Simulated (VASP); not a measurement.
Wanted: the native input for a VASP 6.6.1 run.

```
Task                   : single point
Functional             : PBEsol
Potentials or basis    : VASP PAW PBE potentials, release 64 (Nb_sv)
Cutoff                 : 520 eV
k mesh                 : 20 × 20 × 20
Occupations            : gaussian, width 0.1 eV
Spin                   : no spin polarisation
Dipole correction      : no
Further INCAR settings : ALGO = Fast; EDIFF = 1e-06; NBANDS = 12
```

The structure of Nb lies in POSCAR:

```
Nb
1.0
   -1.5194426460      1.5194426460      1.5194426460
    1.5194426460     -1.5194426460      1.5194426460
    1.5194426460      1.5194426460     -1.5194426460
Nb
1
Direct
    0.0000000000      0.0000000000      0.0000000000
```

These files were run (other wordings do the same):

INCAR

```
SYSTEM = Nb
PREC = Accurate ; ENCUT = 520
EDIFF = 1E-6 ; ISMEAR = 0
SIGMA = 0.1 ; LREAL = .FALSE.
LASPH = .TRUE. ; NELM = 100
ALGO = Fast ; ISIF = 2
LWAVE = .FALSE. ; LCHARG = .FALSE.
GGA = PS ; NBANDS = 12
```

KPOINTS

```
regular mesh
0
G
  20 20 20
  0 0 0
```

Potentials or basis: VASP PAW PBE potentials, release 64 (Nb_sv).

Launch:

```sh
$ cat potpaw_PBE.64/Nb_sv/POTCAR > POTCAR
$ mpirun -np 1 vasp_std > vasp.out
```

It gave:

- Pressure: 59.8 GPa
- Band gap on the k mesh: zero (an odd number of electrons rules out a gap without spin polarisation)

Caveat: the cell stands under pressure; the PAW data sets were made with another functional, which shifts forces and pressure a little.

Run time: 35 s on 1 thread of Intel(R) Xeon(R) 6975P-C (Granite Rapids), on a shared host, peak memory 0.16 GiB.
